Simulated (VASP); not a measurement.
AlN: single point with PBE

Crystal: AlN.

```xyz
4
Lattice="3.2554 0.0000 0.0000 -1.6277 2.8193 0.0000 0.0000 0.0000 5.2187" Properties=species:S:1:pos:R:3 pbc="T T T"
Al    0.0000    1.8795    0.0090
Al    1.6277    0.9398    2.6184
N     0.0000    1.8795    2.0002
N     1.6277    0.9398    4.6095
```

This cell differs from its parent crystal: strain +0.040 along x and y, +0.040 along z.

| Quantity | Value |
| --- | --- |
| Program | VASP 6.6.1 |
| Task | single point |
| Functional | PBE |
| Potentials or basis | VASP PAW PBE potentials, release 64 (Al, N) |
| Cutoff | 520 eV |
| k mesh | 12 × 12 × 6 |
| Occupations | gaussian, width 0.05 eV |
| Spin | no spin polarisation |
| Dipole correction | no |
| Further INCAR settings | ALGO = Normal; EDIFF = 1e-06; NBANDS = 16 |

```
Pressure               : -18.3 GPa
Largest force          : 0.037 eV/Å
Band gap on the k mesh : 3.05 eV
```

Forces in eV/Å, atoms in the order of the input:
```
Al   0.000  0.000  0.037
Al   0.000  0.000  0.037
N    0.000  0.000 -0.037
N    0.000  0.000 -0.037
```

Stress tensor (GPa, compression positive):
```
-18.68   0.00   0.00
  0.00 -18.68   0.00
  0.00   0.00 -17.44
```

Levels at points of the mesh, in eV from the valence-band top:
| k point | band 5 | band 6 | band 7 | band 8 | band 9 | band 10 | band 11 | band 12 |
| --- | --- | --- | --- | --- | --- | --- | --- | --- |
| (0.00, 0.00, 0.00) | -0.79 | -0.18 | -0.18 | 0.00 | 3.05 | 5.52 | 9.54 | 10.18 |
| (0.50, 0.00, 0.00) | -3.03 | -1.90 | -1.58 | -0.65 | 5.35 | 5.49 | 7.03 | 9.28 |
| (0.00, 0.00, 0.50) | -0.49 | -0.49 | -0.49 | -0.49 | 5.33 | 5.33 | 9.24 | 9.24 |
| (0.50, 0.00, 0.50) | -1.34 | -1.34 | -1.24 | -1.24 | 4.84 | 4.84 | 8.40 | 8.40 |

It took 70 s on 1 thread of Intel Xeon 8259CL (shared host), peak memory 0.19 GiB.

Caveat: the cell differs from its parent crystal (strain +0.040 along x and y, +0.040 along z); the cell stands under tension. A k mesh can miss the band edges.
